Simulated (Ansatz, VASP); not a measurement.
**One calculation of GaSb, two programs**

```
Ga Sb
1.0
     0.00000    2.83661    2.83661
     2.83661    0.00000    2.83661
     2.83661    2.83661    0.00000
Ga Sb
1 1
Direct
  0.00000 0.00000 0.00000
  0.25000 0.25000 0.25000
```

Change from the starting cell: volume scaled by 0.8, PAW files.

Alike in both runs: task single point; functional PBEsol; k mesh 11 × 11 × 11; occupations fermi-dirac, width 0.05 eV; no spin polarisation.

|  | VASP | Ansatz |
| --- | --- | --- |
| version | VASP 6.6.1 | Ansatz 0.2.0 |
| potentials or method | VASP PAW PBE potentials, release 64 (Ga_d, Sb) | PAW with Ansatz's default frozen-core files, scalar-relativistic |
| plane-wave cutoff (eV) | 520 | 420 |
| valence electrons in the cell | 18 | 28 |

|  | VASP | Ansatz | Ansatz less VASP |
| --- | --- | --- | --- |
| pressure (GPa) | 19.7 | 19.5 | -0.21 |

VASP's potentials were made for PBE, not for PBEsol. With one functional, cell and mesh, what is left measures potentials, basis and numerics. VASP's potentials hold 18 valence electrons a cell and Ansatz's 28, so a difference there can come from the potentials and not from the codes.

Spin-orbit coupling is off throughout.
